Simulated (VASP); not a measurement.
# MgO (P1) in VASP: single point with r2SCAN

Aim: the single point of MgO with r2SCAN.

Everything below comes from runs of VASP 6.6.1. Logs are shortened: lines on timing, memory, paths and dates and some standing lists are left out, and cuts for length are marked.

## Step 1: The cell of the first run

The typed cell holds 16 atoms: a = 6.587 Å, b = 6.587 Å, c = 5.042 Å, α = 90.00°, β = 90.00°, γ = 120.00°.

## Step 2: Single point, r2SCAN

POSCAR

```
MgO
1.0
    6.5866150000      0.0000000000      0.0000000000
   -3.2933080000      5.7041760000      0.0000000000
    0.0000000000      0.0000000000      5.0421600000
Mg O
8 8
Direct
    0.1857922425      0.3496599684     -0.0017460771
    0.3352128207      0.1825467868      0.4959687912
    0.1732631518      0.8379236545     -0.0117398099
    0.3344796406      0.6673884186      0.4733687547
    0.6547318672      0.3121951356      0.0188268520
    0.8206978402      0.1557776268      0.4876663969
    0.6705609497      0.8294100673     -0.0010973472
    0.8450991340      0.6706453307      0.4795073937
    0.1605149477      0.3301859901      0.3847396751
    0.3374690679      0.1609873188      0.8943670966
    0.1683268844      0.8285557809      0.3976178860
    0.3332849565      0.6651153471      0.8775502959
    0.6544185134      0.3366796536      0.4024090866
    0.8417558036      0.1824337117      0.8904025259
    0.6555663956      0.8260923225      0.3829388595
    0.8399802388      0.6595041948      0.9227448157
```

INCAR.step1

```
SYSTEM = MgO
PREC     = Accurate       ! precision mode
ENCUT    = 520            ! plane-wave cutoff, eV
ISMEAR   = -1             ! smearing method
SIGMA    = 0.086          ! smearing width, eV
LREAL    = Auto         
LASPH    = .True.         ! aspherical terms in the spheres
NELM     = 60             ! most SCF steps
NBANDS   = 46             ! bands
GGA      = PE             ! functional
ALGO     = Normal         ! electronic algorithm
EDIFF    = 1E-4           ! SCF threshold, eV
LWAVE    = .True.         ! write WAVECAR
LCHARG   = .False.        ! write CHGCAR
```

INCAR.step2

```
SYSTEM = MgO
PREC     = Accurate       ! precision mode
ENCUT    = 520            ! plane-wave cutoff, eV
EDIFF    = 1E-6           ! SCF threshold, eV
ISMEAR   = -1             ! smearing method
SIGMA    = 0.086          ! smearing width, eV
LREAL    = Auto         
LASPH    = .True.         ! aspherical terms in the spheres
NELM     = 60             ! most SCF steps
ALGO     = Normal         ! electronic algorithm
ISIF     = 2              ! what is computed and relaxed
LWAVE    = .False.        ! write WAVECAR
LCHARG   = .False.        ! write CHGCAR
METAGGA  = R2SCAN         ! meta-GGA
LMIXTAU  = .True.       
NBANDS   = 46             ! bands
ISTART   = 1
```

KPOINTS

```
Automatic mesh
0
Gamma
  3 3 4
  0 0 0
```

Potentials or basis: VASP PAW PBE potentials, release 64 (Mg, O).

Command:

```console
cat potpaw_PBE.64/Mg/POTCAR potpaw_PBE.64/O/POTCAR > POTCAR
cp INCAR.step1 INCAR
mpirun -np 1 vasp_std > vasp.out
cp INCAR.step2 INCAR
mpirun -np 1 vasp_std > vasp.out
```

OUTCAR:

```text
SYSTEM = MgO
   PREC = Accurate
   ENCUT = 520
   EDIFF = 1E-6
   ISMEAR = -1
   LREAL = Auto
   LASPH = .True.
   NELM = 60
   ISIF = 2
   METAGGA = R2SCAN
   ISTART = 1

 ion  position               nearest neighbor table
   1  0.186  0.350  0.998-  12 1.90   9 1.95  10 2.01  14 2.04   4 3.00   2 3.09   2 3.11   7 3.18
                             4 3.21   5 3.22   6 3.23   3 3.26   6 3.31   3 3.33   5 3.38   7 3.41
   2  0.335  0.183  0.496-  13 1.88   9 1.92  10 2.01  11 2.08   5 3.02   1 3.09   1 3.11   3 3.17
                             4 3.20   5 3.21   3 3.23   6 3.29   8 3.29   8 3.30   6 3.30   4 3.39
   3  0.173  0.838  0.988-  10 1.90  16 1.93  12 1.98  11 2.06   4 3.09   8 3.10   5 3.15   2 3.17
                             8 3.18   4 3.21   2 3.23   1 3.26   7 3.28   7 3.30   1 3.33   5 3.44
   4  0.334  0.667  0.473-  15 1.89  11 1.91   9 1.98  12 2.04   1 3.00   7 3.07   3 3.09   2 3.20
                             1 3.21   6 3.21   3 3.21   8 3.23   7 3.27   8 3.35   6 3.38   2 3.39
   5  0.655  0.312  0.019-  10 1.92  14 1.93  13 1.94  16 2.04   6 3.00   2 3.02   8 3.10   3 3.15
                             2 3.21   1 3.22   7 3.23   6 3.25   7 3.36   1 3.38   8 3.40   3 3.44
   6  0.821  0.156  0.488-  15 1.95   9 2.01  13 2.03  14 2.04   5 3.00   7 3.09   7 3.18   4 3.21
                             1 3.23   5 3.25   8 3.28   2 3.29   2 3.30   1 3.31   8 3.31   4 3.38
   7  0.671  0.829  0.999-  15 1.94  16 1.97  12 2.02  14 2.09   4 3.07   8 3.08   6 3.09   1 3.18
                             6 3.18   5 3.23   8 3.24   4 3.27   3 3.28   3 3.30   5 3.36   1 3.41
   8  0.845  0.671  0.480-  11 1.89  13 1.95  15 2.03  16 2.24  16 2.81   7 3.08   5 3.10   3 3.10
                             3 3.18   4 3.23   7 3.24   6 3.28   2 3.29   2 3.30   6 3.31   4 3.35
   9  0.161  0.330  0.385-   2 1.92   1 1.95   4 1.98   6 2.01
  10  0.337  0.161  0.894-   3 1.90   5 1.92   2 2.01   1 2.01
  11  0.168  0.829  0.398-   8 1.89   4 1.91   3 2.06   2 2.08
  12  0.333  0.665  0.878-   1 1.90   3 1.98   7 2.02   4 2.04
  13  0.654  0.337  0.402-   2 1.88   5 1.94   8 1.95   6 2.03
  14  0.842  0.182  0.890-   5 1.93   1 2.04   6 2.04   7 2.09
  15  0.656  0.826  0.383-   4 1.89   7 1.94   6 1.95   8 2.03
  16  0.840  0.660  0.923-   3 1.93   7 1.97   5 2.04   8 2.24   8 2.81

  LATTYP: Found a hexagonal cell.
 ALAT       =     6.5866150000
 C/A-ratio  =     0.7655161263

  Lattice vectors:

 A1 = (   6.5866150000,   0.0000000000,   0.0000000000)
 A2 = (  -3.2933080000,   5.7041760000,   0.0000000000)
 A3 = (   0.0000000000,   0.0000000000,   5.0421600000)

Analysis of symmetry for initial positions (statically):
=====================================================================
 Subroutine PRICEL returns:
 Original cell was already a primitive cell.

 Routine SETGRP: Setting up the symmetry group for a
 hexagonal supercell.

 Subroutine GETGRP returns: Found  1 space group operations
 (whereof  1 operations were pure point group operations)
 out of a pool of 24 trial point group operations.

The static configuration has the point symmetry C_1 .

Analysis of symmetry for dynamics (positions and initial velocities):
=====================================================================
 Subroutine PRICEL returns:
 Original cell was already a primitive cell.

 Routine SETGRP: Setting up the symmetry group for a
 hexagonal supercell.

 Subroutine GETGRP returns: Found  1 space group operations
 (whereof  1 operations were pure point group operations)
 out of a pool of 24 trial point group operations.

The dynamic configuration has the point symmetry C_1 .

 Subroutine INISYM returns: Found  1 space group operations
 (whereof  1 operations are pure point group operations),
 and found     1 'primitive' translations

----------------------------------------------------------------------------------------

                                     Primitive cell

  volume of cell :     189.4401

  direct lattice vectors                    reciprocal lattice vectors
     6.586615000  0.000000000  0.000000000     0.151823053  0.087655093  0.000000000
    -3.293308000  5.704176000  0.000000000     0.000000000  0.175310159  0.000000000
     0.000000000  0.000000000  5.042160000     0.000000000  0.000000000  0.198327701

  length of vectors
     6.586615000  6.586615324  5.042160000     0.175310167  0.175310159  0.198327701

  position of ions in fractional coordinates (direct lattice)
     0.185792242  0.349659968  0.998253923
     0.335212821  0.182546787  0.495968791
     0.173263152  0.837923655  0.988260190
     0.334479641  0.667388419  0.473368755
     0.654731867  0.312195136  0.018826852
     0.820697840  0.155777627  0.487666397
[... 8 lines left out ...]
     0.655566396  0.826092323  0.382938860
     0.839980239  0.659504195  0.922744816

  ion indices of the primitive-cell ions
   primitive index   ion index
                 1           1
                 2           2
                 3           3
                 4           4
                 5           5
                 6           6
[... 8 lines left out ...]
                15          15
                16          16

----------------------------------------------------------------------------------------

 KPOINTS: Automatic mesh

Automatic generation of k-mesh.
 Grid dimensions read from file:
 generate k-points for:    3    3    4

 Generating k-lattice:

  Cartesian coordinates                     Fractional coordinates (reciprocal lattice)
     0.050607684  0.029218364  0.000000000     0.333333333 -0.000000000  0.000000000
     0.000000000  0.058436720  0.000000000     0.000000000  0.333333333  0.000000000
     0.000000000  0.000000000  0.049581925     0.000000000  0.000000000  0.250000000

  Length of vectors
     0.058436722  0.058436720  0.049581925

  Shift w.r.t. Gamma in fractional coordinates (k-lattice)
     0.000000000  0.000000000  0.000000000

 Subroutine IBZKPT returns following result:
 ===========================================

 Found     19 irreducible k-points:

 Following reciprocal coordinates:
            Coordinates               Weight
  0.000000  0.000000  0.000000      1.000000
  0.333333  0.000000  0.000000      2.000000
  0.000000  0.333333  0.000000      2.000000
 -0.333333  0.333333  0.000000      2.000000
  0.333333  0.333333  0.000000      2.000000
  0.000000  0.000000  0.250000      2.000000
[... 11 lines left out ...]
 -0.333333  0.333333  0.500000      2.000000
  0.333333  0.333333  0.500000      2.000000
   k-points           NKPTS =     19   k-points in BZ     NKDIM =     19   number of bands    NBANDS=     46
   number of dos      NEDOS =    301   number of ions     NIONS =     16
   total plane-waves  NPLWV = 100000
   dimension x,y,z NGX =    50 NGY =   50 NGZ =   40
   dimension x,y,z NGXF=   100 NGYF=  100 NGZF=   80
   ions per type =               8   8
   NGX,Y,Z   is equivalent  to a cutoff of  12.62, 12.62, 13.19 a.u.
   NGXF,Y,Z  is equivalent  to a cutoff of  25.24, 25.24, 26.38 a.u.
 SYSTEM =  MgO
   PREC   = accura    normal or accurate (medium, high low for compatibility)
   ISTART =      1    job   : 0-new  1-cont  2-samecut
   ICHARG =      0    charge: 1-file 2-atom 10-const
   ISPIN  =      1    spin polarized calculation?
   LNONCOLLINEAR =      F non collinear calculations
   LSORBIT =      F    spin-orbit coupling
   LASPH  =      T    aspherical Exc in radial PAW
   ENCUT  =  520.0 eV  38.22 Ry    6.18 a.u.  12.25 12.25  9.38*2*pi/ulx,y,z
   NELM   =     60;   NELMIN=  2; NELMDL=  0     # of ELM steps
   EDIFF  = 0.1E-05   stopping-criterion for ELM
   LREAL  =      T    real-space projection
   EDIFFG = 0.1E-04   stopping-criterion for IOM
   NSW    =      0    number of steps for IOM
   IBRION =     -1    ionic relax: 0-MD 1-quasi-New 2-CG
   NFREE  =      0    steps in history (QN), initial steepest desc. (CG)
   ISIF   =      2    stress and relaxation
   ISYM   =      2    0-nonsym 1-usesym 2-fastsym
   POTIM  = 0.5000    time-step for ionic-motion
   TEBEG  =    0.0;   TEEND  =   0.0 temperature during run
   PSTRESS=    0.0 pullay stress
   NELECT =      64.0000    total number of electrons
   NUPDOWN=      -1.0000    fix difference up-down
   EMIN   =  10.00;   EMAX   =-10.00  energy-range for DOS
   EFERMI =   0.00;   METHOD = LEGACY
   ISMEAR =    -1;   SIGMA  =   0.09  broadening in eV -4-tet -1-fermi 0-gaus
   EFERMI_NEDOS =   21; number of points for ismear=-14 and -15
   IALGO  =     38    algorithm
   IMIX   =      4    mixing-type and parameters
     AMIX     =   0.40;   BMIX     =  1.00
     AMIX_MAG =   1.60;   BMIX_MAG =  1.00
  volume/ion in A,a.u.               =      11.84        79.90
  Fermi-wavevector in a.u.,A,eV,Ry     =   1.140191  2.154648 17.688052  1.300035
  Thomas-Fermi vector in A             =   2.276893
   LORBIT       =      0    0 simple, 1 ext, 2 COOP (PROOUT), +10 PAW based schemes
   METAGGA = R2SCAN    functional components
   LHFCALC =     F    Hartree Fock is set to
   AEXX    =    0.0000 exact exchange contribution
   IVDW    =     0    specifies the selected vdW correction
   LEPSILON=     F    determine dielectric tensor
   LRPA    =     F    only Hartree local field effects (RPA)
 non-spin polarized calculation
  energy-cutoff  :      520.00
  volume of cell :      189.44
 maximum number of plane-waves:      5131
 NGX is ok and might be reduce to    50
   NGX = 25   NGY = 25   NGZ = 19

 number of electron      63.9999992 magnetization

 Free energy of the ion-electron system (eV)
  ---------------------------------------------------
  ext. energy  EPLUGINS =         0.00000000
  ---------------------------------------------------
  free energy    TOTEN  =      -126.60632372 eV

  energy without entropy =     -126.60632372  energy(sigma->0) =     -126.60632372

 E-fermi :   2.7494     XC(G=0): -10.1825

 val. band max:        0.7809456346   @ k =   0.0000   0.0000   0.0000
 cond. band min:       4.7652119034   @ k =   0.0000   0.0000   0.0000
 fundamental gap:      3.9842662689
 Fermi energy:         2.7494179000

 k-point     1 :       0.0000    0.0000    0.0000
  band No.  band energies     occupation
      1     -16.5644      2.00000
      2     -16.1295      2.00000
      3     -15.9571      2.00000
      4     -15.8750      2.00000
      5     -15.7665      2.00000
      6     -15.6621      2.00000
[... 36 lines left out ...]
     43      10.8175      0.00000
     44      11.7265      0.00000

 k-point     2 :       0.3333    0.0000    0.0000
  band No.  band energies     occupation
      1     -16.4515      2.00000
      2     -16.1796      2.00000
      3     -16.0527      2.00000
      4     -15.8797      2.00000
      5     -15.7518      2.00000
      6     -15.6546      2.00000
[... 791 lines left out ...]
 k-point    19 :       0.3333    0.3333    0.5000
  band No.  band energies     occupation
      1     -16.2400      2.00000
      2     -16.0642      2.00000
      3     -15.9932      2.00000
      4     -15.9801      2.00000
      5     -15.7981      2.00000
      6     -15.7738      2.00000
[... 36 lines left out ...]
     43      12.6117      0.00000
     44      12.7551      0.00000
 [bands above 44 left out]

------------------------ aborting loop because EDIFF is reached ----------------------------------------

  FORCE on cell =-STRESS in cart. coord.  units (eV):
  Direction    XX          YY          ZZ          XY          YZ          ZX
  --------------------------------------------------------------------------------------
  -------------------------------------------------------------------------------------
  Total        2.2050760     -0.2080696     -2.2940585      1.4573138     -0.5630743     -0.5090998
  in kB       18.6492909     -1.7597359    -19.4018547     12.3251392     -4.7621654     -4.3056796
  external PRESSURE =      -0.8374332 kB  Pullay stress =       0.0000000 kB

 VOLUME and BASIS-vectors are now :
 -----------------------------------------------------------------------------
  energy-cutoff  :      520.00
  volume of cell :      189.44
      direct lattice vectors                 reciprocal lattice vectors
     6.586615000  0.000000000  0.000000000     0.151823053  0.087655093  0.000000000
    -3.293308000  5.704176000  0.000000000     0.000000000  0.175310159  0.000000000
     0.000000000  0.000000000  5.042160000     0.000000000  0.000000000  0.198327701

 POSITION                                       TOTAL-FORCE (eV/Angst)
 -----------------------------------------------------------------------------------
      0.07220      1.99452      5.03336        -0.680689     -1.175128     -0.504687
      1.60673      1.04128      2.50075        -0.124364     -1.278035      0.569221
     -1.61832      4.77966      4.98297         0.021520     -0.756920      0.298054
      0.00517      3.80690      2.38680        -0.417283     -0.558903      1.170339
      3.28431      1.78082      0.09493         0.401159      1.354230     -0.886247
      4.89260      0.88858      2.45889         0.062818      0.852225      0.682459
[... 8 lines left out ...]
      1.59739      4.71218      1.93084         0.947874      0.409511      0.259646
      3.36068      3.76193      4.65263        -0.703452      0.010236     -0.885317
 -----------------------------------------------------------------------------------
    total drift:                               -0.008017     -0.010198     -0.016698

  FREE ENERGIE OF THE ION-ELECTRON SYSTEM (eV)
  ---------------------------------------------------
  free  energy   TOTEN  =      -126.6063237209 eV

  energy  without entropy=     -126.6063237208  energy(sigma->0) =     -126.60632372
```

It took 8.7 min on 1 thread of Intel Xeon Platinum 8488C (Sapphire Rapids), shared host; peak memory 0.37 GiB.

What came out:

* Free energy: -126.6063 eV
* Pressure: -0.1 GPa
* Largest force: 1.667 eV/Å
* Band gap on the k mesh: 3.98 eV

Forces in eV/Å, atoms in the order of the input:
```
Mg  -0.681 -1.175 -0.505
Mg  -0.124 -1.278  0.569
Mg   0.022 -0.757  0.298
Mg  -0.417 -0.559  1.170
Mg   0.401  1.354 -0.886
Mg   0.063  0.852  0.682
Mg   0.032  0.348 -0.861
Mg  -0.780 -0.432  0.799
O   -0.211  0.114  0.079
O   -0.746  0.632 -0.206
O    0.038  1.211 -0.551
O    0.584  0.743  0.183
O    1.051 -0.238 -0.186
O    0.524 -1.234  0.040
O    0.948  0.410  0.260
O   -0.703  0.010 -0.885
```

Stress tensor (GPa, compression positive):
```
 1.86  1.23 -0.43
 1.23 -0.18 -0.48
-0.43 -0.48 -1.94
```

Caveat: the atoms stand as in a frame of molecular dynamics; the PAW data sets were made with another functional, which shifts forces and pressure a little.
